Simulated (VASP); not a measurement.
# SnO2 (C2/c) in VASP: further runs

SnO2 is run at these levels: r2SCAN; tasks: single point.

Everything below comes from runs of VASP 6.6.1. Logs are shortened: lines on timing, memory, paths and dates and some standing lists are left out, and cuts for length are marked.

**1. The cell of the first run**

The structure is monoclinic, space group C2/c (No. 15). The conventional cell has a = 5.656 Å, b = 5.656 Å, c = 5.833 Å, α = 90.00°, β = 119.00°, γ = 90.00°. Sn (site symmetry 2) has 6 O at 1.99 to 2.12 Å within 2.6 Å. O (site symmetry 1) has 3 Sn at 1.99 to 2.12 Å and 8 O at 2.47 to 3.11 Å within 3.2 Å.

**2. Single point, r2SCAN (atoms displaced along a vibrational mode)**

File POSCAR:

```
SnO2
1.0
   -1.9995434675      1.9995434675      5.1020851542
    1.9995434675     -1.9995434675      5.1020851542
    1.9995434675      1.9995434675     -5.1020851542
Sn O
2 4
Direct
    0.7146365887      0.2146365887      0.4292731773
    0.0353634113      0.0353634113      0.0707268227
    0.7575365459      0.7772276602     -0.0579684497
    0.9924634541      0.4727723398      0.5579684497
    0.1844950044      0.1648038901     -0.0579684497
    0.5655049956      0.0851961099      0.5579684497
```

File INCAR.step1:

```
PREC     = Accurate       # precision mode
ENCUT    = 520            # plane-wave cutoff, eV
ISMEAR   = 0              # smearing method
SIGMA    = 0.05           # smearing width, eV
LREAL    = F              # projectors in reciprocal space
LASPH    = T              # aspherical terms in the spheres
NELM     = 100            # most SCF steps
NBANDS   = 35             # bands
GGA      = PE             # functional
ALGO     = Normal         # electronic algorithm
EDIFF    = 1E-4           # SCF threshold, eV
LWAVE    = T              # write WAVECAR
LCHARG   = F              # write CHGCAR
```

File INCAR.step2:

```
PREC     = Accurate       # precision mode
ENCUT    = 520            # plane-wave cutoff, eV
EDIFF    = 1E-6           # SCF threshold, eV
ISMEAR   = 0              # smearing method
SIGMA    = 0.05           # smearing width, eV
LREAL    = F              # projectors in reciprocal space
LASPH    = T              # aspherical terms in the spheres
NELM     = 100            # most SCF steps
ALGO     = Normal         # electronic algorithm
ISIF     = 2              # what is computed and relaxed
LWAVE    = F              # write WAVECAR
LCHARG   = F              # write CHGCAR
METAGGA  = R2SCAN         # meta-GGA
LMIXTAU  = T            
NBANDS   = 35             # bands
ISTART   = 1
```

File KPOINTS:

```
Automatic mesh
0
Gamma
  10 10 10
```

Potentials or basis: VASP PAW PBE potentials, release 64 (Sn_d, O).

The run is started by

```
$ cat potpaw_PBE.64/Sn_d/POTCAR potpaw_PBE.64/O/POTCAR > POTCAR
$ cp INCAR.step1 INCAR
$ mpirun -np 1 vasp_std > vasp.out
$ cp INCAR.step2 INCAR
$ mpirun -np 1 vasp_std > vasp.out
```

OUTCAR:

```text
PREC = Accurate
   ENCUT = 520
   EDIFF = 1E-6
   ISMEAR = 0
   LREAL = F
   LASPH = T
   NELM = 100
   ISIF = 2
   METAGGA = R2SCAN
   ISTART = 1

 ion  position               nearest neighbor table
   1  0.715  0.215  0.429-   3 1.99   5 1.99   4 2.11   6 2.11   3 2.12   5 2.12   2 3.09   2 3.09
                             2 3.43   2 3.43
   2  0.035  0.035  0.071-   4 1.99   6 1.99   3 2.11   5 2.11   4 2.12   6 2.12   1 3.09   1 3.09
                             1 3.43   1 3.43
   3  0.758  0.777  0.942-   1 1.99   2 2.11   1 2.12
   4  0.992  0.473  0.558-   2 1.99   1 2.11   2 2.12
   5  0.184  0.165  0.942-   1 1.99   2 2.11   1 2.12
   6  0.566  0.085  0.558-   2 1.99   1 2.11   2 2.12

  LATTYP: Found a body centered tetragonal cell.
 ALAT       =     3.9990869350
 C/A-ratio  =     2.5516250270

  Lattice vectors:

 A1 = (  -1.9995434675,   1.9995434675,   5.1020851542)
 A2 = (   1.9995434675,  -1.9995434675,   5.1020851542)
 A3 = (   1.9995434675,   1.9995434675,  -5.1020851542)

Analysis of symmetry for initial positions (statically):
=====================================================================
 Subroutine PRICEL returns:
 Original cell was already a primitive cell.

 Routine SETGRP: Setting up the symmetry group for a
 body centered tetragonal supercell.

 Subroutine GETGRP returns: Found  4 space group operations
 (whereof  2 operations were pure point group operations)
 out of a pool of 16 trial point group operations.

The static configuration has the point symmetry C_2 .
 The point group associated with its full space group is C_2h.

Analysis of symmetry for dynamics (positions and initial velocities):
=====================================================================
 Subroutine PRICEL returns:
 Original cell was already a primitive cell.

 Routine SETGRP: Setting up the symmetry group for a
 body centered tetragonal supercell.

 Subroutine GETGRP returns: Found  4 space group operations
 (whereof  2 operations were pure point group operations)
 out of a pool of 16 trial point group operations.

The dynamic configuration has the point symmetry C_2 .
 The point group associated with its full space group is C_2h.

 Subroutine INISYM returns: Found  4 space group operations
 (whereof  2 operations are pure point group operations),
 and found     1 'primitive' translations

----------------------------------------------------------------------------------------

                                     Primitive cell

  volume of cell :      81.5961

  direct lattice vectors                    reciprocal lattice vectors
    -1.999543467  1.999543467  5.102085154     0.000000000  0.250057080  0.097999148
     1.999543467 -1.999543467  5.102085154     0.250057080  0.000000000  0.097999148
     1.999543467  1.999543467 -5.102085154     0.250057080  0.250057080  0.000000000

  length of vectors
     5.833319902  5.833319902  5.833319902     0.268574712  0.268574712  0.353634113

  position of ions in fractional coordinates (direct lattice)
     0.714636589  0.214636589  0.429273177
     0.035363411  0.035363411  0.070726823
     0.757536546  0.777227660  0.942031550
     0.992463454  0.472772340  0.557968450
     0.184495004  0.164803890  0.942031550
     0.565504996  0.085196110  0.557968450

  ion indices of the primitive-cell ions
   primitive index   ion index
                 1           1
                 2           2
                 3           3
                 4           4
                 5           5
                 6           6

----------------------------------------------------------------------------------------

 KPOINTS: Automatic mesh

Automatic generation of k-mesh.
 Grid dimensions read from file:
 generate k-points for:   10   10   10

 Generating k-lattice:

  Cartesian coordinates                     Fractional coordinates (reciprocal lattice)
     0.000000000  0.025005708  0.009799915     0.100000000  0.000000000 -0.000000000
     0.025005708  0.000000000  0.009799915     0.000000000  0.100000000 -0.000000000
     0.025005708  0.025005708  0.000000000     0.000000000  0.000000000  0.100000000

  Length of vectors
     0.026857471  0.026857471  0.035363411

  Shift w.r.t. Gamma in fractional coordinates (k-lattice)
     0.000000000  0.000000000  0.000000000

 Subroutine IBZKPT returns following result:
 ===========================================

 Found    282 irreducible k-points:

 Following reciprocal coordinates:
            Coordinates               Weight
  0.000000  0.000000  0.000000      1.000000
  0.100000  0.000000 -0.000000      4.000000
  0.000000  0.100000 -0.000000      4.000000
  0.200000  0.000000 -0.000000      4.000000
  0.000000  0.200000 -0.000000      4.000000
  0.300000  0.000000  0.000000      4.000000
[... 16 lines left out ...]
  0.400000  0.100000 -0.000000      4.000000
  0.000000  0.500000 -0.100000      4.000000
 [... further k-points ...]
   k-points           NKPTS =    282   k-points in BZ     NKDIM =    282   number of bands    NBANDS=     35
   number of dos      NEDOS =    301   number of ions     NIONS =      6
   total plane-waves  NPLWV = 110592
   dimension x,y,z NGX =    48 NGY =   48 NGZ =   48
   dimension x,y,z NGXF=    96 NGYF=   96 NGZF=   96
   ions per type =               2   4
   NGX,Y,Z   is equivalent  to a cutoff of  13.68, 13.68, 13.68 a.u.
   NGXF,Y,Z  is equivalent  to a cutoff of  27.36, 27.36, 27.36 a.u.
 SYSTEM =  unknown system
   PREC   = accura    normal or accurate (medium, high low for compatibility)
   ISTART =      1    job   : 0-new  1-cont  2-samecut
   ICHARG =      0    charge: 1-file 2-atom 10-const
   ISPIN  =      1    spin polarized calculation?
   LNONCOLLINEAR =      F non collinear calculations
   LSORBIT =      F    spin-orbit coupling
   LASPH  =      T    aspherical Exc in radial PAW
   ENCUT  =  520.0 eV  38.22 Ry    6.18 a.u.  10.85 10.85 10.85*2*pi/ulx,y,z
   NELM   =    100;   NELMIN=  2; NELMDL=  0     # of ELM steps
   EDIFF  = 0.1E-05   stopping-criterion for ELM
   LREAL  =      F    real-space projection
   EDIFFG = 0.1E-04   stopping-criterion for IOM
   NSW    =      0    number of steps for IOM
   IBRION =     -1    ionic relax: 0-MD 1-quasi-New 2-CG
   NFREE  =      0    steps in history (QN), initial steepest desc. (CG)
   ISIF   =      2    stress and relaxation
   ISYM   =      2    0-nonsym 1-usesym 2-fastsym
   POTIM  = 0.5000    time-step for ionic-motion
   TEBEG  =    0.0;   TEEND  =   0.0 temperature during run
   PSTRESS=    0.0 pullay stress
   NELECT =      52.0000    total number of electrons
   NUPDOWN=      -1.0000    fix difference up-down
   EMIN   =  10.00;   EMAX   =-10.00  energy-range for DOS
   EFERMI =   0.00;   METHOD = LEGACY
   ISMEAR =     0;   SIGMA  =   0.05  broadening in eV -4-tet -1-fermi 0-gaus
   EFERMI_NEDOS =   21; number of points for ismear=-14 and -15
   IALGO  =     38    algorithm
   IMIX   =      4    mixing-type and parameters
     AMIX     =   0.40;   BMIX     =  1.00
     AMIX_MAG =   1.60;   BMIX_MAG =  1.00
  volume/ion in A,a.u.               =      13.60        91.77
  Fermi-wavevector in a.u.,A,eV,Ry     =   1.408811  2.662267 27.004152  1.984749
  Thomas-Fermi vector in A             =   2.530931
   LORBIT       =      0    0 simple, 1 ext, 2 COOP (PROOUT), +10 PAW based schemes
   METAGGA = R2SCAN    functional components
   LHFCALC =     F    Hartree Fock is set to
   AEXX    =    0.0000 exact exchange contribution
   IVDW    =     0    specifies the selected vdW correction
   LEPSILON=     F    determine dielectric tensor
   LRPA    =     F    only Hartree local field effects (RPA)
 non-spin polarized calculation
 Gauss-broadening in eV      SIGMA  =   0.05
  energy-cutoff  :      520.00
  volume of cell :       81.60
 maximum number of plane-waves:      2242
 NGX is ok and might be reduce to    48
   NGX = 21   NGY = 21   NGZ = 21

 number of electron      51.9999999 magnetization

 Free energy of the ion-electron system (eV)
  ---------------------------------------------------
  ext. energy  EPLUGINS =         0.00000000
  ---------------------------------------------------
  free energy    TOTEN  =       -83.60079812 eV

  energy without entropy =      -83.60079812  energy(sigma->0) =      -83.60079812

 E-fermi :   4.0942     XC(G=0): -11.0907

 val. band max:        3.8097582945   @ k =   0.4000   0.4000   0.1000
 cond. band min:       5.8259504216   @ k =   0.0000   0.0000   0.0000
 fundamental gap:      2.0161921272
 Fermi energy:         4.0942428132

 k-point     1 :       0.0000    0.0000    0.0000
  band No.  band energies     occupation
      1     -17.3939      2.00000
      2     -17.3544      2.00000
      3     -17.3050      2.00000
      4     -16.6023      2.00000
      5     -16.3949      2.00000
      6     -16.3874      2.00000
[... 27 lines left out ...]
     34      17.2081      0.00000
     35      17.2147      0.00000

 k-point     2 :       0.1000    0.0000   -0.0000
  band No.  band energies     occupation
      1     -17.4112      2.00000
      2     -17.3066      2.00000
      3     -17.2867      2.00000
      4     -16.5942      2.00000
      5     -16.3968      2.00000
      6     -16.3918      2.00000
[... 27 lines left out ...]
     34      16.9251      0.00000
     35      17.0682      0.00000

 k-point     3 :       0.0000    0.1000   -0.0000
  band No.  band energies     occupation
      1     -17.3982      2.00000
      2     -17.3212      2.00000
      3     -17.2745      2.00000
      4     -16.6108      2.00000
      5     -16.3920      2.00000
      6     -16.3870      2.00000
[... 27 lines left out ...]
     34      16.8449      0.00000
     35      17.0930      0.00000
[... 723 lines left out ...]
 k-point    23 :       0.4000    0.1000   -0.0000
  band No.  band energies     occupation
      1     -17.4212      2.00000
      2     -17.1945      2.00000
      3     -16.8757      2.00000
      4     -16.4906      2.00000
      5     -16.4582      2.00000
      6     -16.3974      2.00000
[... 27 lines left out ...]
     34      16.3418      0.00000
     35      16.9705      0.00000

 k-point    24 :       0.0000    0.5000   -0.1000
  band No.  band energies     occupation
      1     -17.3508      2.00000
      2     -17.1304      2.00000
      3     -16.9002      2.00000
      4     -16.7303      2.00000
      5     -16.4203      2.00000
      6     -16.3623      2.00000
[... 27 lines left out ...]
     34      16.5675      0.00000
     35      17.0730      0.00000

 [... further k-points ...]

------------------------ aborting loop because EDIFF is reached ----------------------------------------

  FORCE on cell =-STRESS in cart. coord.  units (eV):
  Direction    XX          YY          ZZ          XY          YZ          ZX
  --------------------------------------------------------------------------------------
  -------------------------------------------------------------------------------------
  Total        0.8598182      0.8598182     -0.1634457     -1.2117729      3.9751867     -3.9752067
  in kB       16.8829299     16.8829299     -3.2093327    -23.7937241     78.0546388    -78.0550326
  external PRESSURE =      10.1855090 kB  Pullay stress =       0.0000000 kB

 VOLUME and BASIS-vectors are now :
 -----------------------------------------------------------------------------
  energy-cutoff  :      520.00
  volume of cell :       81.60
      direct lattice vectors                 reciprocal lattice vectors
    -1.999543467  1.999543467  5.102085154     0.000000000  0.250057080  0.097999148
     1.999543467 -1.999543467  5.102085154     0.250057080  0.000000000  0.097999148
     1.999543467  1.999543467 -5.102085154     0.250057080  0.250057080  0.000000000

 POSITION                                       TOTAL-FORCE (eV/Angst)
 -----------------------------------------------------------------------------------
     -0.14142      1.85812      2.55104         1.548729      1.548729      0.000000
      0.14142      0.14142     -0.00000        -1.548729     -1.548729     -0.000000
      1.92301      1.84426      3.02417        -0.016240      0.246607      0.276558
      0.07654      2.15483      4.62896         0.016240     -0.246607     -0.276558
      1.84426      1.92301     -3.02417         0.246607     -0.016240     -0.276558
      0.15528      2.07608      0.47313        -0.246607      0.016240      0.276558
 -----------------------------------------------------------------------------------
    total drift:                                0.000001      0.000001     -0.000001

  FREE ENERGIE OF THE ION-ELECTRON SYSTEM (eV)
  ---------------------------------------------------
  free  energy   TOTEN  =       -83.6007981155 eV

  energy  without entropy=      -83.6007981155  energy(sigma->0) =      -83.60079812
```

Run time: 2.7 h. Hardware: 1 thread of Oxide Virtual Turin-like, shared host; peak memory 0.77 GiB.

What came out:

```yaml
Free_energy: -83.6008 eV
Pressure: 1.0 GPa
Largest_force: 2.190 eV/Å
Band_gap_on_the_k_mesh: 2.02 eV (least direct gap 2.45 eV)
```

Forces in eV/Å, atoms in the order of the input:
```
Sn   1.549  1.549  0.000
Sn  -1.549 -1.549  0.000
O   -0.016  0.247  0.277
O    0.016 -0.247 -0.277
O    0.247 -0.016 -0.277
O   -0.247  0.016  0.277
```

Caveat: the cell differs from its parent crystal (atoms displaced along a vibrational mode); the PAW data sets were made with another functional, which shifts forces and pressure a little; spin-orbit coupling is left out, which moves the levels of the heavy elements. A k mesh can miss the band edges.

(Continued in part 2 of 2.)
